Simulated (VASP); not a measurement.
# AlN (P6_3mc) in VASP: further runs

The runs below take AlN through single point, relaxation of cell and atoms, with PBEsol, PBE, LDA, r2SCAN.

All numbers are computed with VASP 6.6.1; they aren't measurements. Logs are shortened: lines on timing, memory, paths and dates and some standing lists are left out, and cuts for length are marked.

## (1) The cell of the first run

Symmetry: P6_3mc, No. 186, hexagonal system. The conventional cell has a = 3.103 Å, b = 3.103 Å, c = 10.049 Å, α = 90.00°, β = 90.00°, γ = 120.00°. Within 2.5 Å of Al (site symmetry 3m) lie 4 N at 1.89 to 1.90 Å. Within 2.5 Å of Al (site symmetry 3m) lie 4 N at 1.89 to 1.90 Å. Within 2.5 Å of N (site symmetry 3m) lie 4 Al at 1.90 Å. Within 2.5 Å of N (site symmetry 3m) lie 4 Al at 1.89 Å.

## (2) Single point, PBEsol

File INCAR:

```
SYSTEM = AlN
PREC     = Accurate       ! precision mode
ENCUT    = 520            ! plane-wave cutoff, eV
EDIFF    = 1E-6           ! SCF threshold, eV
ISMEAR   = -1             ! smearing method
SIGMA    = 0.02           ! smearing width, eV
LREAL    = .FALSE.        ! projectors in reciprocal space
LASPH    = .TRUE.         ! aspherical terms in the spheres
NELM     = 60             ! most SCF steps
ALGO     = Normal         ! electronic algorithm
ISIF     = 2              ! what is computed and relaxed
LWAVE    = .FALSE.        ! write WAVECAR
LCHARG   = .FALSE.        ! write CHGCAR
GGA      = PS             ! functional
NBANDS   = 26             ! bands
```

File KPOINTS:

```
Automatic mesh
0
G
  12 12 2
  0 0 0
```

File POSCAR:

```
AlN
1.0
    3.1033209536      0.0000000000      0.0000000000
   -1.5516604768      2.6875547819      0.0000000000
    0.0000000000      0.0000000000     10.0491826353
Al N
4 4
Direct
    0.0000000000      0.0000000000     -0.0012997496
    0.3333333333      0.6666666667      0.2498070210
    0.0000000000      0.0000000000      0.4987002504
    0.6666666667      0.3333333333      0.7498070210
    0.0000000000      0.0000000000      0.1882419760
    0.3333333333      0.6666666667      0.4382507526
    0.0000000000      0.0000000000      0.6882419760
    0.6666666667      0.3333333333      0.9382507526
```

Potentials or basis: VASP PAW PBE potentials, release 64 (Al, N).

Run with:

```sh
$ cat potpaw_PBE.64/Al/POTCAR potpaw_PBE.64/N/POTCAR > POTCAR
$ mpirun -np 1 vasp_std > vasp.out
```

OUTCAR:

```text
SYSTEM = AlN
   PREC = Accurate
   ENCUT = 520
   EDIFF = 1E-6
   ISMEAR = -1
   LREAL = .FALSE.
   LASPH = .TRUE.
   NELM = 60
   ISIF = 2
   GGA = PS

 ion  position               nearest neighbor table
   1  0.000  0.000  0.999-   8 1.89   8 1.89   8 1.89   5 1.90   4 3.08   4 3.08   4 3.08   2 3.09
                             2 3.09   2 3.09
   2  0.333  0.667  0.250-   6 1.89   5 1.90   5 1.90   5 1.90   3 3.08   3 3.08   3 3.08   1 3.09
                             1 3.09   1 3.09
   3  0.000  0.000  0.499-   6 1.89   6 1.89   6 1.89   7 1.90   2 3.08   2 3.08   2 3.08   4 3.09
                             4 3.09   4 3.09
   4  0.667  0.333  0.750-   8 1.89   7 1.90   7 1.90   7 1.90   1 3.08   1 3.08   1 3.08   3 3.09
                             3 3.09   3 3.09
   5  0.000  0.000  0.188-   2 1.90   2 1.90   2 1.90   1 1.90
   6  0.333  0.667  0.438-   3 1.89   3 1.89   3 1.89   2 1.89
   7  0.000  0.000  0.688-   4 1.90   4 1.90   4 1.90   3 1.90
   8  0.667  0.333  0.938-   1 1.89   1 1.89   1 1.89   4 1.89

  LATTYP: Found a hexagonal cell.
 ALAT       =     3.1033209536
 C/A-ratio  =     3.2382028110

  Lattice vectors:

 A1 = (   3.1033209536,   0.0000000000,   0.0000000000)
 A2 = (  -1.5516604768,   2.6875547819,   0.0000000000)
 A3 = (   0.0000000000,   0.0000000000,  10.0491826353)

Analysis of symmetry for initial positions (statically):
=====================================================================
 Subroutine PRICEL returns:
 Original cell was already a primitive cell.

 Routine SETGRP: Setting up the symmetry group for a
 hexagonal supercell.

 Subroutine GETGRP returns: Found 12 space group operations
 (whereof  6 operations were pure point group operations)
 out of a pool of 24 trial point group operations.

The static configuration has the point symmetry C_3v.
 The point group associated with its full space group is C_6v.

Analysis of symmetry for dynamics (positions and initial velocities):
=====================================================================
 Subroutine PRICEL returns:
 Original cell was already a primitive cell.

 Routine SETGRP: Setting up the symmetry group for a
 hexagonal supercell.

[... 111 lines left out ...]
   ISPIN  =      1    spin polarized calculation?
   LNONCOLLINEAR =      F non collinear calculations
   LSORBIT =      F    spin-orbit coupling
   LASPH  =      T    aspherical Exc in radial PAW
   ENCUT  =  520.0 eV  38.22 Ry    6.18 a.u.   5.77  5.77 18.68*2*pi/ulx,y,z
   NELM   =     60;   NELMIN=  2; NELMDL= -5     # of ELM steps
   EDIFF  = 0.1E-05   stopping-criterion for ELM
   LREAL  =      F    real-space projection
   EDIFFG = 0.1E-04   stopping-criterion for IOM
   NSW    =      0    number of steps for IOM
   IBRION =     -1    ionic relax: 0-MD 1-quasi-New 2-CG
   NFREE  =      0    steps in history (QN), initial steepest desc. (CG)
   ISIF   =      2    stress and relaxation
   ISYM   =      2    0-nonsym 1-usesym 2-fastsym
   POTIM  = 0.5000    time-step for ionic-motion
   TEBEG  =    0.0;   TEEND  =   0.0 temperature during run
   PSTRESS=    0.0 pullay stress
   NELECT =      32.0000    total number of electrons
   NUPDOWN=      -1.0000    fix difference up-down
   EMIN   =  10.00;   EMAX   =-10.00  energy-range for DOS
   EFERMI =   0.00;   METHOD = LEGACY
   ISMEAR =    -1;   SIGMA  =   0.02  broadening in eV -4-tet -1-fermi 0-gaus
   EFERMI_NEDOS =   21; number of points for ismear=-14 and -15
   IALGO  =     38    algorithm
   IMIX   =      4    mixing-type and parameters
     AMIX     =   0.40;   BMIX     =  1.00
     AMIX_MAG =   1.60;   BMIX_MAG =  1.00
  volume/ion in A,a.u.               =      10.48        70.70
  Fermi-wavevector in a.u.,A,eV,Ry     =   1.187645  2.244323 19.191020  1.410500
  Thomas-Fermi vector in A             =   2.323792
   LORBIT       =      0    0 simple, 1 ext, 2 COOP (PROOUT), +10 PAW based schemes
   GGA     = PS    functional components
   LHFCALC =     F    Hartree Fock is set to
   AEXX    =    0.0000 exact exchange contribution
   IVDW    =     0    specifies the selected vdW correction
   LEPSILON=     F    determine dielectric tensor
   LRPA    =     F    only Hartree local field effects (RPA)
 non-spin polarized calculation
  energy-cutoff  :      520.00
  volume of cell :       83.81
 maximum number of plane-waves:      2284
 NGX is ok and might be reduce to    24
   NGX = 11   NGY = 11   NGZ = 37

 number of electron      31.9999996 magnetization

 Free energy of the ion-electron system (eV)
  ---------------------------------------------------
  ext. energy  EPLUGINS =         0.00000000
  ---------------------------------------------------
  free energy    TOTEN  =       -62.53080728 eV

  energy without entropy =      -62.53080728  energy(sigma->0) =      -62.53080728

 E-fermi :   6.3808     XC(G=0): -11.0991

 val. band max:        5.9164213665   @ k =   0.0000   0.0000   0.0000
 cond. band min:       9.8133333192   @ k =   0.5000   0.0000   0.0000
 fundamental gap:      3.8969119527
 Fermi energy:         6.3808467915

 k-point     1 :       0.0000    0.0000    0.0000
  band No.  band energies     occupation
      1      -9.1086      2.00000
      2      -8.2551      2.00000
      3      -8.2162      2.00000
      4      -6.9950      2.00000
      5      -0.0405      2.00000
      6       2.5692      2.00000
[... 685 lines left out ...]
     25      17.2655      0.00000
     26      17.2655      0.00000

 [... further k-points ...]
[... 5 lines left out ...]
  --------------------------------------------------------------------------------------
  -------------------------------------------------------------------------------------
  Total       -0.0148299     -0.0148299     -0.0111800      0.0000000      0.0000000      0.0000000
  in kB       -0.2834876     -0.2834876     -0.2137166      0.0000000      0.0000000      0.0000000
  external PRESSURE =      -0.2602306 kB  Pullay stress =       0.0000000 kB

 VOLUME and BASIS-vectors are now :
 -----------------------------------------------------------------------------
  energy-cutoff  :      520.00
  volume of cell :       83.81
      direct lattice vectors                 reciprocal lattice vectors
     3.103320954  0.000000000  0.000000000     0.322235442  0.186042719  0.000000000
    -1.551660477  2.687554782  0.000000000     0.000000000  0.372085439  0.000000000
     0.000000000  0.000000000 10.049182635     0.000000000  0.000000000  0.099510581

 POSITION                                       TOTAL-FORCE (eV/Angst)
 -----------------------------------------------------------------------------------
      0.00000      0.00000     10.03612        -0.000000      0.000000      0.000266
     -0.00000      1.79170      2.51036        -0.000000     -0.000000     -0.000525
      0.00000      0.00000      5.01153         0.000000     -0.000000      0.000266
      1.55166      0.89585      7.53495         0.000000     -0.000000     -0.000525
      0.00000      0.00000      1.89168        -0.000000     -0.000000     -0.000371
     -0.00000      1.79170      4.40406        -0.000000      0.000000      0.000630
      0.00000      0.00000      6.91627        -0.000000      0.000000     -0.000371
      1.55166      0.89585      9.42865         0.000000     -0.000000      0.000630
 -----------------------------------------------------------------------------------
    total drift:                               -0.000000     -0.000000      0.001926

  FREE ENERGIE OF THE ION-ELECTRON SYSTEM (eV)
  ---------------------------------------------------
  free  energy   TOTEN  =       -62.5308072831 eV

  energy  without entropy=      -62.5308072831  energy(sigma->0) =      -62.53080728
```

OSZICAR:

```text
N       E                     dE             d eps       ncg     rms          rms(c)
DAV:   1     0.104690769471E+03    0.10469E+03   -0.14451E+04  1976   0.109E+03
DAV:   2    -0.619791981642E+02   -0.16667E+03   -0.15598E+03  2676   0.229E+02
DAV:   3    -0.713284369084E+02   -0.93492E+01   -0.92973E+01  2630   0.548E+01
DAV:   4    -0.714142652123E+02   -0.85828E-01   -0.85779E-01  2424   0.598E+00
DAV:   5    -0.714155006640E+02   -0.12355E-02   -0.12352E-02  2662   0.719E-01    0.165E+01
DAV:   6    -0.626350751669E+02    0.87804E+01   -0.27640E+01  2450   0.275E+01    0.599E+00
DAV:   7    -0.626074794215E+02    0.27596E-01   -0.13279E+00  2322   0.593E+00    0.410E+00
DAV:   8    -0.625400263545E+02    0.67453E-01   -0.14850E-01  2372   0.259E+00    0.599E-01
DAV:   9    -0.625303281084E+02    0.96982E-02   -0.30555E-02  2646   0.894E-01    0.309E-01
DAV:  10    -0.625309887910E+02   -0.66068E-03   -0.32701E-03  2358   0.293E-01    0.207E-01
DAV:  11    -0.625308094559E+02    0.17934E-03   -0.46462E-04  2454   0.120E-01    0.407E-02
DAV:  12    -0.625308098651E+02   -0.40926E-06   -0.13752E-05  2500   0.244E-02    0.210E-02
DAV:  13    -0.625308081530E+02    0.17121E-05   -0.27351E-06  2280   0.935E-03    0.116E-02
DAV:  14    -0.625308072831E+02    0.86990E-06   -0.16293E-06  1384   0.789E-03
   1 F= -.62530807E+02 E0= -.62530807E+02  d E =-.628657E-12
```

Run time: 51 s. Hardware: 1 thread of AMD EPYC 9R14 (Zen 4), shared host; peak memory 0.19 GiB.

What came out:

- Free energy: -62.5308 eV
- Pressure: 0.0 GPa
- Band gap on the k mesh: 3.90 eV, indirect (least direct gap 4.09 eV)

Caveat: the PAW data sets were made with another functional, which shifts forces and pressure a little. A k mesh can miss the band edges.

## (3) Single point, PBE

This run uses another cell than the first one, of 10.42 Å³/atom, 0.995 times its volume.

File INCAR:

```
ALGO = Normal
EDIFF = 1E-6
ENCUT = 520
GGA = PE
ISIF = 2
ISMEAR = -1
LASPH = T
LCHARG = F
LREAL = F
LWAVE = F
NBANDS = 26
NELM = 60
PREC = Accurate
SIGMA = 0.02
```

File KPOINTS:

```
k-points
0
Gamma
  12 12 4
```

File POSCAR:

```
AlN
1.0
    3.0971630264      0.0000000000      0.0000000000
   -1.5485815132      2.6822218605      0.0000000000
    0.0000000000      0.0000000000     10.0339432529
Al N
4 4
Direct
    0.0000000000      0.0000000000     -0.0012654039
    0.3333333333      0.6666666667      0.2498392880
    0.0000000000      0.0000000000      0.4987345961
    0.6666666667      0.3333333333      0.7498392880
    0.0000000000      0.0000000000      0.1882105907
    0.3333333333      0.6666666667      0.4382155251
    0.0000000000      0.0000000000      0.6882105907
    0.6666666667      0.3333333333      0.9382155251
```

Potentials or basis: VASP PAW PBE potentials, release 64 (Al, N).

Run with:

```sh
$ cat potpaw_PBE.64/Al/POTCAR potpaw_PBE.64/N/POTCAR > POTCAR
$ mpirun -np 1 vasp_std > vasp.out
```

Wall time 77 s (1 thread of AMD EPYC 9R14 (Zen 4), shared host); peak memory 0.21 GiB.

It converged, with:

```yaml
Free_energy: -59.4464 eV
Pressure: 4.4 GPa
Largest_force: 0.008 eV/Å
Band_gap_on_the_k_mesh: 4.04 eV, indirect (least direct gap 4.21 eV)
```

Forces on the atoms (eV/Å):
```
Al   0.000  0.000  0.000
Al   0.000  0.000 -0.008
Al   0.000  0.000  0.000
Al   0.000  0.000 -0.008
N    0.000  0.000  0.002
N    0.000  0.000  0.006
N    0.000  0.000  0.002
N    0.000  0.000  0.006
```

Levels at points of the mesh, in eV from the valence-band top:
```tsv
k point	band 13	band 14	band 15	band 16	band 17	band 18	band 19	band 20
(0.00, 0.00, 0.00)	-0.35	-0.09	-0.09	0.00	4.21	6.34	6.63	7.05
(0.50, 0.00, 0.00)	-1.30	-1.26	-0.76	-0.57	4.04	4.69	7.01	7.28
(0.00, 0.00, 0.50)	-0.18	-0.18	-0.18	-0.18	5.16	5.16	7.03	7.03
(0.50, 0.00, 0.50)	-1.34	-1.34	-0.81	-0.81	4.60	4.60	6.66	6.66
```

A k mesh can miss the band edges. PBE gaps usually lie below the measured ones, often by a third to a half.

[end of part 1 of 2]
